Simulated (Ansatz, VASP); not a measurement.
**Mg in VASP and in Ansatz**

```
CELL_PARAMETERS angstrom
1.60614 0.92731 2.44641
-1.60614 0.92731 2.44641
0.00000 -1.85461 2.44641
ATOMIC_POSITIONS crystal
Mg 0.00000 0.00000 0.00000
```

Alike in both runs: task single point; functional PBE; k mesh 18 × 18 × 18; occupations gaussian, width 0.1 eV; no spin polarisation.

|  | VASP | Ansatz |
| --- | --- | --- |
| version | VASP 6.6.1 | Ansatz 0.2.0 |
| potentials or method | VASP PAW PBE potentials, release 64 (Mg), cutoff 520 eV | scalar-relativistic, plane waves, PAW |
| valence electrons in the cell | 2 | 10 |

```csv
,VASP,Ansatz,Ansatz less VASP
gap on the k mesh at the Fermi level (eV),none,none,-
pressure (GPa),2.3,2.4,+0.12
"traceless stress, the component that is largest in VASP (GPa)",2.75,2.74,-0.002
```

A gap of «none» marks a metal or a gap that the smearing closes. VASP's potentials hold 2 valence electrons a cell and Ansatz's 10, so a difference there can come from the potentials and not from the codes.
